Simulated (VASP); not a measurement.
Here is a VASP 6.6.1 calculation.

The input INCAR:

```
  PREC = Accurate
  ENCUT = 600
  EDIFF = 1E-6
  ISMEAR = 0
  SIGMA = 0.1
  LREAL = F
  LASPH = T
  NELM = 100
  ALGO = Normal
  ISIF = 3
  LWAVE = F
  LCHARG = F
  GGA = PE
  IVDW = 12
  IBRION = 2
  NSW = 100
  EDIFFG = -0.005
```

KPOINTS

```
Automatic mesh
0
Gamma
  15 15 4
```

File POSCAR:

```
Mg
1.0
    3.1768261656      0.0000000000      0.0000000000
   -1.5884130828      2.7512121628      0.0000000000
    0.0000000000      0.0000000000     10.3188620100
Mg
4
Direct
    0.0000000000      0.0000000000      0.0000000000
    0.3333333300      0.6666666700      0.2500000000
    0.0000000000      0.0000000000      0.5000000000
    0.6666666700      0.3333333300      0.7500000000
```

Potentials or basis: VASP PAW PBE potentials, release 64 (Mg).

Launch:

```sh
$ cat potpaw_PBE.64/Mg/POTCAR > POTCAR
$ mpirun -np 1 vasp_std > vasp.out
```

Question: Estimate the relaxed cell.

Answer: a = 3.147 Å, b = 3.147 Å, c = 10.120 Å, α = 90.00°, β = 90.00°, γ = 120.00°.

Question: Estimate the space group after relaxing (to 0.05 Å).

Answer: P6_3/mmc (No. 194).

Question: What does it give for the band gap on the k mesh?

Answer: Zero (band 4 reaches 3.90 eV, above the bottom of band 5 at 1.79 eV).

Step by step:
```tsv
step	energy change (eV)	largest force (eV/Å)	pressure (GPa)	volume (Å³)
1	0.0000	0.0000	-1.41	90.19
2	-0.0151	0.0000	-0.36	87.63
3	-0.0162	0.0000	0.02	86.79
4	-0.0161	0.0000	0.05	86.73
5	-0.0163	0.0000	0.04	86.75
6	-0.0164	0.0000	0.02	86.78
```

Caveat: pairwise dispersion overbinds metals, which lowers pressure and volume.
